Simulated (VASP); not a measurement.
Crystal: AlN (base).

```
CELL_PARAMETERS angstrom
0.00000 2.18399 2.18399
2.18399 0.00000 2.18399
2.18399 2.18399 0.00000
ATOMIC_POSITIONS crystal
Al 0.00000 0.00000 0.00000
N 0.75000 0.75000 0.75000
```

| Quantity | Value |
| --- | --- |
| Program | VASP 6.6.1 |
| Task | relaxation of cell and atoms |
| Functional | PBE |
| Potentials or basis | VASP PAW PBE potentials, release 64 (Al, N) |
| Cutoff | 600 eV |
| k mesh | 10 × 10 × 10 |
| Occupations | gaussian, width 0.02 eV |
| Spin | no spin polarisation |

At the start: pressure 4.5 GPa; volume 10.42 Å³/atom.

**Question.** Where does the relaxation end?

**Answer.** Over 3 steps the energy falls by 3.2 meV/atom and the volume is 10.65 Å³/atom (+2.2 %); space group F-43m (No. 216, to 0.05 Å).

Step by step:
```csv
step,energy change (eV),largest force (eV/Å),pressure (GPa),volume (Å³)
1,0.0000,0.0000,4.48,20.83
2,-0.0014,0.0000,-3.67,21.72
3,-0.0064,0.0000,0.00,21.30
```

Final structure:
```cif
data_structure
_symmetry_space_group_name_H-M 'P 1'
_symmetry_Int_Tables_number 1
_cell_length_a 3.1115
_cell_length_b 3.1115
_cell_length_c 3.1115
_cell_angle_alpha 60.000
_cell_angle_beta 60.000
_cell_angle_gamma 60.000
_cell_volume 21.30
loop_
_atom_site_label
_atom_site_type_symbol
_atom_site_fract_x
_atom_site_fract_y
_atom_site_fract_z
_atom_site_occupancy
Al1 Al 0.00000 0.00000 0.00000 1
N1 N 0.75000 0.75000 0.75000 1
```
